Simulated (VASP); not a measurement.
# La (P6/mmm) in VASP: notebook

The runs below take La through single point, with PBE.

Everything below comes from runs of VASP 6.6.1. Logs are shortened: lines on timing, memory, paths and dates and some standing lists are left out, and cuts for length are marked.

## Step 1: The cell of the first run

The structure is hexagonal, space group P6/mmm (No. 191). Conventional cell: a = 5.333 Å, b = 5.333 Å, c = 3.187 Å, α = 90.00°, β = 90.00°, γ = 120.00°. La (site symmetry 6/mmm) has 14 La at 3.19 to 3.47 Å within 4.2 Å. La (site symmetry -6m2) has 11 La at 3.08 to 3.47 Å within 4.1 Å.

## Step 2: Single point, PBE

Contents of INCAR:

```
ALGO = Normal
EDIFF = 1E-7
ENCUT = 520
GGA = PE
ISIF = 2
ISMEAR = -1
LASPH = True
LCHARG = False
LREAL = False
LWAVE = False
NBANDS = 24
NELM = 80
PREC = Accurate
SIGMA = 0.1
```

Contents of KPOINTS:

```
k-points
0
Gamma
  7 7 10
```

Contents of POSCAR:

```
La
1.0
    5.3325495257      0.0000000000      0.0000000000
   -2.6662747628      4.6181233562      0.0000000000
    0.0000000000      0.0000000000      3.1873419634
La
3
Direct
    0.0000000000      0.0000000000      0.0000000000
    0.3333333333      0.6666666667      0.5000000000
    0.6666666667      0.3333333333      0.5000000000
```

Potentials or basis: VASP PAW PBE potentials, release 64 (La).

Command:

```console
> cat potpaw_PBE.64/La/POTCAR > POTCAR
> mpirun -np 1 vasp_std > vasp.out
```

OUTCAR:

```text
EDIFF = 1E-7
   ENCUT = 520
   GGA = PE
   ISIF = 2
   ISMEAR = -1
   LASPH = True
   LREAL = False
   NELM = 80
   PREC = Accurate

 ion  position               nearest neighbor table
   1  0.000  0.000  0.000-   2 3.47   3 3.47   2 3.47   3 3.47   2 3.47   2 3.47   3 3.47   3 3.47
                             3 3.47   3 3.47   2 3.47   2 3.47
   2  0.333  0.667  0.500-   3 3.08   3 3.08   3 3.08   1 3.47   1 3.47   1 3.47   1 3.47   1 3.47
                             1 3.47
   3  0.667  0.333  0.500-   2 3.08   2 3.08   2 3.08   1 3.47   1 3.47   1 3.47   1 3.47   1 3.47
                             1 3.47

  LATTYP: Found a hexagonal cell.
 ALAT       =     5.3325495257
 C/A-ratio  =     0.5977144606

  Lattice vectors:

 A1 = (   5.3325495257,   0.0000000000,   0.0000000000)
 A2 = (  -2.6662747628,   4.6181233562,   0.0000000000)
 A3 = (   0.0000000000,   0.0000000000,   3.1873419634)

Analysis of symmetry for initial positions (statically):
=====================================================================
 Subroutine PRICEL returns:
 Original cell was already a primitive cell.

 Routine SETGRP: Setting up the symmetry group for a
 hexagonal supercell.

 Subroutine GETGRP returns: Found 24 space group operations
 (whereof 24 operations were pure point group operations)
 out of a pool of 24 trial point group operations.

The static configuration has the point symmetry D_6h.

Analysis of symmetry for dynamics (positions and initial velocities):
=====================================================================
 Subroutine PRICEL returns:
 Original cell was already a primitive cell.

 Routine SETGRP: Setting up the symmetry group for a
 hexagonal supercell.

 Subroutine GETGRP returns: Found 24 space group operations
 (whereof 24 operations were pure point group operations)
 out of a pool of 24 trial point group operations.

The dynamic configuration has the point symmetry D_6h.

 Subroutine INISYM returns: Found 24 space group operations
 (whereof 24 operations are pure point group operations),
 and found     1 'primitive' translations

----------------------------------------------------------------------------------------

                                     Primitive cell

  volume of cell :      78.4927

  direct lattice vectors                    reciprocal lattice vectors
     5.332549526  0.000000000  0.000000000     0.187527560  0.108269087  0.000000000
    -2.666274763  4.618123356  0.000000000     0.000000000  0.216538174  0.000000000
     0.000000000  0.000000000  3.187341963     0.000000000  0.000000000  0.313741046

  length of vectors
     5.332549526  5.332549526  3.187341963     0.216538174  0.216538174  0.313741046

  position of ions in fractional coordinates (direct lattice)
     0.000000000  0.000000000  0.000000000
     0.333333333  0.666666667  0.500000000
     0.666666667  0.333333333  0.500000000

  ion indices of the primitive-cell ions
   primitive index   ion index
                 1           1
                 2           2
                 3           3

----------------------------------------------------------------------------------------

 KPOINTS: k-points

Automatic generation of k-mesh.
 Grid dimensions read from file:
 generate k-points for:    7    7   10

 Generating k-lattice:

  Cartesian coordinates                     Fractional coordinates (reciprocal lattice)
     0.026789651  0.015467012  0.000000000     0.142857143  0.000000000  0.000000000
     0.000000000  0.030934025  0.000000000     0.000000000  0.142857143  0.000000000
     0.000000000  0.000000000  0.031374105     0.000000000  0.000000000  0.100000000

  Length of vectors
     0.030934025  0.030934025  0.031374105

  Shift w.r.t. Gamma in fractional coordinates (k-lattice)
     0.000000000  0.000000000  0.000000000

 Subroutine IBZKPT returns following result:
 ===========================================

 Found     48 irreducible k-points:

 Following reciprocal coordinates:
            Coordinates               Weight
  0.000000  0.000000  0.000000      1.000000
  0.142857 -0.000000  0.000000      6.000000
  0.285714 -0.000000  0.000000      6.000000
  0.428571 -0.000000  0.000000      6.000000
  0.142857  0.142857  0.000000      6.000000
  0.285714  0.142857  0.000000     12.000000
[... 16 lines left out ...]
  0.428571  0.142857  0.200000     12.000000
  0.285714  0.285714  0.200000     12.000000
 [... further k-points ...]
   k-points           NKPTS =     48   k-points in BZ     NKDIM =     48   number of bands    NBANDS=     24
   number of dos      NEDOS =    301   number of ions     NIONS =      3
   total plane-waves  NPLWV =  38400
   dimension x,y,z NGX =    40 NGY =   40 NGZ =   24
   dimension x,y,z NGXF=    80 NGYF=   80 NGZF=   48
   ions per type =               3
   NGX,Y,Z   is equivalent  to a cutoff of  12.47, 12.47, 12.52 a.u.
   NGXF,Y,Z  is equivalent  to a cutoff of  24.94, 24.94, 25.04 a.u.
 SYSTEM =  unknown system
   PREC   = accura    normal or accurate (medium, high low for compatibility)
   ISTART =      0    job   : 0-new  1-cont  2-samecut
   ICHARG =      2    charge: 1-file 2-atom 10-const
   ISPIN  =      1    spin polarized calculation?
   LNONCOLLINEAR =      F non collinear calculations
   LSORBIT =      F    spin-orbit coupling
   LASPH  =      T    aspherical Exc in radial PAW
   ENCUT  =  520.0 eV  38.22 Ry    6.18 a.u.   9.92  9.92  5.93*2*pi/ulx,y,z
   NELM   =     80;   NELMIN=  2; NELMDL= -5     # of ELM steps
   EDIFF  = 0.1E-06   stopping-criterion for ELM
   LREAL  =      F    real-space projection
   EDIFFG = 0.1E-05   stopping-criterion for IOM
   NSW    =      0    number of steps for IOM
   IBRION =     -1    ionic relax: 0-MD 1-quasi-New 2-CG
   NFREE  =      0    steps in history (QN), initial steepest desc. (CG)
   ISIF   =      2    stress and relaxation
   ISYM   =      2    0-nonsym 1-usesym 2-fastsym
   POTIM  = 0.5000    time-step for ionic-motion
   TEBEG  =    0.0;   TEEND  =   0.0 temperature during run
   PSTRESS=    0.0 pullay stress
   NELECT =      33.0000    total number of electrons
   NUPDOWN=      -1.0000    fix difference up-down
   EMIN   =  10.00;   EMAX   =-10.00  energy-range for DOS
   EFERMI =   0.00;   METHOD = LEGACY
   ISMEAR =    -1;   SIGMA  =   0.10  broadening in eV -4-tet -1-fermi 0-gaus
   EFERMI_NEDOS =   21; number of points for ismear=-14 and -15
   IALGO  =     38    algorithm
   IMIX   =      4    mixing-type and parameters
     AMIX     =   0.40;   BMIX     =  1.00
     AMIX_MAG =   1.60;   BMIX_MAG =  1.00
  volume/ion in A,a.u.               =      26.16       176.56
  Fermi-wavevector in a.u.,A,eV,Ry     =   1.226412  2.317583 20.464343  1.504087
  Thomas-Fermi vector in A             =   2.361414
   LORBIT       =      0    0 simple, 1 ext, 2 COOP (PROOUT), +10 PAW based schemes
   GGA     = PE    functional components
   LHFCALC =     F    Hartree Fock is set to
   AEXX    =    0.0000 exact exchange contribution
   IVDW    =     0    specifies the selected vdW correction
   LEPSILON=     F    determine dielectric tensor
   LRPA    =     F    only Hartree local field effects (RPA)
 non-spin polarized calculation
  energy-cutoff  :      520.00
  volume of cell :       78.49
 maximum number of plane-waves:      2134
 NGX is ok and might be reduce to    40
   NGX = 19   NGY = 19   NGZ = 11

 number of electron      32.9999997 magnetization

 Free energy of the ion-electron system (eV)
  ---------------------------------------------------
  ext. energy  EPLUGINS =         0.00000000
  ---------------------------------------------------
  free energy    TOTEN  =       -13.38383487 eV

  energy without entropy =      -13.25233918  energy(sigma->0) =      -13.31808702

 E-fermi :  11.7906     XC(G=0): -11.0797

 val. band max:       11.7880298427   @ k =   0.2857   0.2857   0.4000
 cond. band min:      11.7908600880   @ k =   0.2857   0.2857   0.0000
 fundamental gap:      0.0028302453
 Fermi energy:        11.7906137209

 k-point     1 :       0.0000    0.0000    0.0000
  band No.  band energies     occupation
      1     -21.0619      2.00000
      2     -20.2618      2.00000
      3     -20.1170      2.00000
      4      -5.6130      2.00000
      5      -5.6130      2.00000
      6      -5.1000      2.00000
[... 16 lines left out ...]
     23      14.1720      0.00000
     24      14.2018      0.00000

 k-point     2 :       0.1429   -0.0000    0.0000
  band No.  band energies     occupation
      1     -21.0167      2.00000
      2     -20.2806      2.00000
      3     -20.1538      2.00000
      4      -5.8577      2.00000
      5      -5.7419      2.00000
      6      -4.7781      2.00000
[... 16 lines left out ...]
     23      13.9399      0.00000
     24      14.1698      0.00000

 k-point     3 :       0.2857   -0.0000    0.0000
  band No.  band energies     occupation
      1     -20.8903      2.00000
      2     -20.3445      2.00000
      3     -20.2401      2.00000
      4      -6.1435      2.00000
      5      -5.6800      2.00000
      6      -4.2801      2.00000
[... 16 lines left out ...]
     23      13.9793      0.00000
     24      14.1257      0.00000

 k-point     4 :       0.4286   -0.0000    0.0000
  band No.  band energies     occupation
      1     -20.7133      2.00000
      2     -20.4899      2.00000
      3     -20.2911      2.00000
      4      -6.2996      2.00000
      5      -5.2976      2.00000
      6      -4.5501      2.00000
[... 16 lines left out ...]
     23      14.2230      0.00000
     24      14.2456      0.00000

 k-point     5 :       0.1429    0.1429    0.0000
  band No.  band energies     occupation
      1     -20.9309      2.00000
      2     -20.3152      2.00000
      3     -20.2223      2.00000
      4      -5.9848      2.00000
      5      -5.8415      2.00000
      6      -4.3299      2.00000
[... 451 lines left out ...]
 k-point    22 :       0.2857    0.1429    0.2000
  band No.  band energies     occupation
      1     -20.6331      2.00000
      2     -20.2877      2.00000
      3     -20.2001      2.00000
      4      -5.9321      2.00000
      5      -5.4753      2.00000
      6      -4.6149      2.00000
[... 16 lines left out ...]
     23      13.6791      0.00000
     24      13.9359      0.00000

 k-point    23 :       0.4286    0.1429    0.2000
  band No.  band energies     occupation
      1     -20.5010      2.00000
      2     -20.3975      2.00000
      3     -20.2305      2.00000
      4      -5.9829      2.00000
      5      -5.2307      2.00000
      6      -4.9292      2.00000
[... 16 lines left out ...]
     23      13.6338      0.00000
     24      13.9043      0.00000

 k-point    24 :       0.2857    0.2857    0.2000
  band No.  band energies     occupation
      1     -20.4888      2.00000
      2     -20.3280      2.00000
      3     -20.3145      2.00000
      4      -5.8672      2.00000
      5      -5.3359      2.00000
      6      -4.9602      2.00000
[... 16 lines left out ...]
     23      13.6607      0.00000
     24      14.0401      0.00000

 [... further k-points ...]
[... 5 lines left out ...]
  --------------------------------------------------------------------------------------
  -------------------------------------------------------------------------------------
  Total        7.4017148      7.4017148      7.3696225      0.0000000     -0.0000000      0.0000000
  in kB      151.0823887    151.0823887    150.4273260      0.0000000     -0.0000000      0.0000000
  external PRESSURE =     150.8640344 kB  Pullay stress =       0.0000000 kB

 VOLUME and BASIS-vectors are now :
 -----------------------------------------------------------------------------
  energy-cutoff  :      520.00
  volume of cell :       78.49
      direct lattice vectors                 reciprocal lattice vectors
     5.332549526  0.000000000  0.000000000     0.187527560  0.108269087  0.000000000
    -2.666274763  4.618123356  0.000000000     0.000000000  0.216538174  0.000000000
     0.000000000  0.000000000  3.187341963     0.000000000  0.000000000  0.313741046

 POSITION                                       TOTAL-FORCE (eV/Angst)
 -----------------------------------------------------------------------------------
      0.00000      0.00000      0.00000         0.000000      0.000000      0.000000
     -0.00000      3.07875      1.59367         0.000000      0.000000      0.000000
      2.66627      1.53937      1.59367        -0.000000      0.000000      0.000000
 -----------------------------------------------------------------------------------
    total drift:                                0.000000     -0.000000      0.000000

  FREE ENERGIE OF THE ION-ELECTRON SYSTEM (eV)
  ---------------------------------------------------
  free  energy   TOTEN  =       -13.3838348725 eV

  energy  without entropy=      -13.2523391757  energy(sigma->0) =      -13.31808702
```

Run time: 1.7 min. Hardware: 1 thread of Intel Xeon Platinum 8259CL at 2.50GHz (Skylake/Cascade Lake), shared host; peak memory 0.24 GiB.

Results:

| Quantity | Value |
| --- | --- |
| Free energy | -13.3838 eV |
| Pressure | 15.1 GPa |

Levels at points of the mesh, in eV from the Fermi level:
| k point | band 14 | band 15 | band 16 | band 17 | band 18 | band 19 |
| --- | --- | --- | --- | --- | --- | --- |
| (0.00, 0.00, 0.00) | -2.15 | 0.61 | 0.95 | 0.95 | 1.06 | 1.24 |
| (0.00, 0.00, 0.50) | -2.95 | -1.40 | -1.40 | 0.68 | 1.18 | 1.37 |

Caveat: spin-orbit coupling is left out, which moves the levels of the heavy elements.

## Step 3: Single point, PBE

Contents of INCAR:

```
PREC     = Accurate       # precision mode
ENCUT    = 520            # plane-wave cutoff, eV
EDIFF    = 1E-6           # SCF threshold, eV
ISMEAR   = -1             # smearing method
SIGMA    = 0.1            # smearing width, eV
LREAL    = F              # projectors in reciprocal space
LASPH    = T              # aspherical terms in the spheres
NELM     = 100            # most SCF steps
ALGO     = Normal         # electronic algorithm
ISIF     = 2              # what is computed and relaxed
LWAVE    = F              # write WAVECAR
LCHARG   = F              # write CHGCAR
GGA      = PE             # functional
NBANDS   = 24             # bands
```

Contents of KPOINTS:

```
Automatic mesh
0
Gamma
  7 7 10
```

Contents of POSCAR:

```
La
1.0
    5.3340939958      0.0000000000      0.0000000000
   -2.6670469979      4.6194609065      0.0000000000
    0.0000000000      0.0000000000      3.1881905217
La
3
Direct
    0.0000000000      0.0000000000      0.0000000000
    0.3333333333      0.6666666667      0.5000000000
    0.6666666667      0.3333333333      0.5000000000
```

Potentials or basis: VASP PAW PBE potentials, release 64 (La).

Command:

```console
> cat potpaw_PBE.64/La/POTCAR > POTCAR
> mpirun -np 1 vasp_std > vasp.out
```

It took 95 s on 1 thread of Intel Xeon Platinum 8259CL at 2.50GHz (Skylake/Cascade Lake), shared host; peak memory 0.24 GiB.

Results (log left out):

```
Free energy : -13.3901 eV
Pressure    : 15.0 GPa
```

Levels at points of the mesh, in eV from the Fermi level:
```
           k point  band 12  band 13  band 14  band 15  band 16  band 17  band 18  band 19  band 20  band 21
(0.00, 0.00, 0.00)   -14.50    -2.50    -2.15     0.61     0.95     0.95     1.06     1.24     1.24     1.68
(0.00, 0.00, 0.50)   -15.05    -2.95    -2.95    -1.40    -1.40     0.67     1.18     1.37     1.37     2.15
```

Caveat: spin-orbit coupling is left out, which moves the levels of the heavy elements.
